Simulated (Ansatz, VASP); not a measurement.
Pd: VASP beside Ansatz

Contents of INCAR:

```
PREC     = Accurate       # precision mode
ENCUT    = 600            # plane-wave cutoff, eV
EDIFF    = 1E-7           # SCF threshold, eV
ISMEAR   = -1             # smearing method
SIGMA    = 0.05           # smearing width, eV
LREAL    = False          # projectors in reciprocal space
LASPH    = True           # aspherical terms in the spheres
NELM     = 60             # most SCF steps
ALGO     = Fast           # electronic algorithm
ISIF     = 3              # what is computed and relaxed
LWAVE    = False          # write WAVECAR
LCHARG   = False          # write CHGCAR
GGA      = PE             # functional
IBRION   = 2              # ionic algorithm
NSW      = 60             # ionic steps
EDIFFG   = -0.01          # ionic threshold
```

KPOINTS

```
Automatic mesh
0
Gamma
  12 12 12
```

POSCAR

```
Pd
1.0
   -1.5722810000      1.5722810000      1.5722810000
    1.5722810000     -1.5722810000      1.5722810000
    1.5722810000      1.5722810000     -1.5722810000
Pd
1
Direct
    0.0000000000      0.0000000000      0.0000000000
```

input.yaml

```yaml
crystal:
  lattice:
    - [-1.572281, 1.572281, 1.572281]
    - [1.572281, -1.572281, 1.572281]
    - [1.572281, 1.572281, -1.572281]
  atoms:
    - { symbol: Pd, position: [0.0, 0.0, 0.0] }
hamiltonian:
  xc: pbe
  pseudopotentials: { kind: paw }
kpoints:
  mp_grid: { grid: [12, 12, 12] }
scf:
  occupations: { method: fermi_dirac, width: 0.05 }
output:
  forces: true
  stress: true
  eigenvalues: true
  write_density: true
  write_potential: true
  elf: true
  volumetric_format: npy
relax:
  f_tol: 0.01
  max_steps: 40
  cell: { stress_tol: 0.05 }
```

Alike in both runs: task relaxation of cell and atoms; functional PBE; k mesh 12 × 12 × 12; occupations fermi-dirac, width 0.05 eV; no spin polarisation.

|  | VASP | Ansatz |
| --- | --- | --- |
| version | VASP 6.6.1 | Ansatz 0.2.0 |
| potentials or method | VASP PAW PBE potentials, release 64 (Pd) | Ansatz PAW |
| plane-wave cutoff (eV) | 600 | 420 |
| valence electrons in the cell | 10 | 18 |

VASP gave:

```
gap on the k mesh at the Fermi level, each at its own relaxed structure (eV) : none
relaxed volume (Å³/atom)                                                     : 15.41
relaxed cell length with the largest relative difference (Å)                 : 2.715
```

**Question.** Estimate Ansatz's values.

**Answer.** gap on the k mesh at the Fermi level, each at its own relaxed structure (eV): none; relaxed volume (Å³/atom): 15.44; relaxed cell length with the largest relative difference (Å): 2.717.

A gap of «none» marks a metal or a gap that the smearing closes. VASP's potentials hold 10 valence electrons a cell and Ansatz's 18, so a difference there can come from the potentials and not from the codes.

Noted on Ansatz's run: the plane-wave basis is chosen anew once the cell has moved, so the energies of steps on either side of that aren't comparable.
